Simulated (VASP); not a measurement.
Wanted: the native input for a VASP 6.6.1 run.

```
Task                   : single point
Functional             : r2SCAN
Potentials or basis    : VASP PAW PBE potentials, release 64 (Al, Cu)
Cutoff                 : 520 eV
k mesh                 : 16 × 16 × 16
Occupations            : gaussian, width 0.15 eV
Spin                   : no spin polarisation
Dipole correction      : no
Further INCAR settings : ALGO = Normal; EDIFF = 1e-06; NBANDS = 14
```

The system is AlCu.

```
Al Cu
1.0
     2.99751    0.00749    0.00000
     0.00749    2.99751    0.00000
     0.00000    0.00000    2.99751
Al Cu
1 1
Direct
  0.00000 0.00000 0.00000
  0.50000 0.50000 0.50000
```

This cell differs from its parent crystal: strain +0.0050 x Voigt [0, 0, 0, 0, 0, 1].

The input as run:

POSCAR

```
AlCu
1.0
    2.9975090000      0.0074937725      0.0000000000
    0.0074937725      2.9975090000      0.0000000000
    0.0000000000      0.0000000000      2.9975090000
Al Cu
1 1
Direct
    0.0000000000      0.0000000000      0.0000000000
    0.5000000000      0.5000000000      0.5000000000
```

INCAR.step1

```
  PREC = Accurate
  ENCUT = 520
  ISMEAR = 0
  SIGMA = 0.15
  LREAL = False
  LASPH = True
  NELM = 100
  NBANDS = 14
  GGA = PE
  ALGO = Normal
  EDIFF = 1E-4
  LWAVE = True
  LCHARG = False
```

INCAR.step2

```
  PREC = Accurate
  ENCUT = 520
  EDIFF = 1E-6
  ISMEAR = 0
  SIGMA = 0.15
  LREAL = False
  LASPH = True
  NELM = 100
  ALGO = Normal
  ISIF = 2
  LWAVE = False
  LCHARG = False
  METAGGA = R2SCAN
  LMIXTAU = True
  NBANDS = 14
  ISTART = 1
```

KPOINTS

```
Automatic mesh
0
Gamma
  16 16 16
```

Potentials or basis: VASP PAW PBE potentials, release 64 (Al, Cu).

Run with:

```sh
$ cat potpaw_PBE.64/Al/POTCAR potpaw_PBE.64/Cu/POTCAR > POTCAR
$ cp INCAR.step1 INCAR
$ mpirun -np 1 vasp_std > vasp.out
$ cp INCAR.step2 INCAR
$ mpirun -np 1 vasp_std > vasp.out
```

It gave:

```json
{
 "Pressure": "-4.9 GPa",
 "Band gap on the k mesh": "zero (band 7 reaches 13.10 eV, above the bottom of band 8 at 8.18 eV)"
}
```

Caveat: the cell differs from its parent crystal (strain +0.0050 x Voigt [0, 0, 0, 0, 0, 1]); the PAW data sets were made with another functional, which shifts forces and pressure a little.

Run time: 13 min on 1 thread of Oxide Virtual Turin-like Processor, on a shared host, peak memory 0.32 GiB.
